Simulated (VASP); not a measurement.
Here is a VASP 6.6.1 calculation.

File INCAR:

```
PREC = Accurate ; ENCUT = 520
EDIFF = 1E-7 ; ISMEAR = 0
SIGMA = 0.05 ; LREAL = False
LASPH = True ; NELM = 80
ALGO = Normal ; ISIF = 2
LWAVE = False ; LCHARG = False
NBANDS = 22
```

File KPOINTS:

```
Automatic mesh
0
Gamma
  6 6 6
```

Contents of POSCAR:

```
InSb3
1.0
    0.0000000000      3.7945550000      3.7945550000
    3.7945550000      0.0000000000      3.7945550000
    3.7945550000      3.7945550000      0.0000000000
Sb In
3 1
Direct
    0.5054790000      0.5113180000      0.4848070000
    0.7513440000      0.7508040000      0.7319410000
    0.2428190000      0.2631560000      0.2466500000
   -0.0085640000     -0.0051780000      0.0091680000
```

Potentials or basis: VASP PAW LDA potentials, release 64 (Sb, In_d).

Command:

```console
$ cat potpaw_LDA.64/Sb/POTCAR potpaw_LDA.64/In_d/POTCAR > POTCAR
$ mpirun -np 1 vasp_std > vasp.out
```

(1) What does it give for the band gap on the k mesh?

(2) What does it give for the pressure?

Answers

(1) zero (bands 14 and 15 overlap by 3.26 eV).

(2) -4.2 GPa.

Caveat: the cell stands under tension; spin-orbit coupling is left out, which moves the levels of the heavy elements.
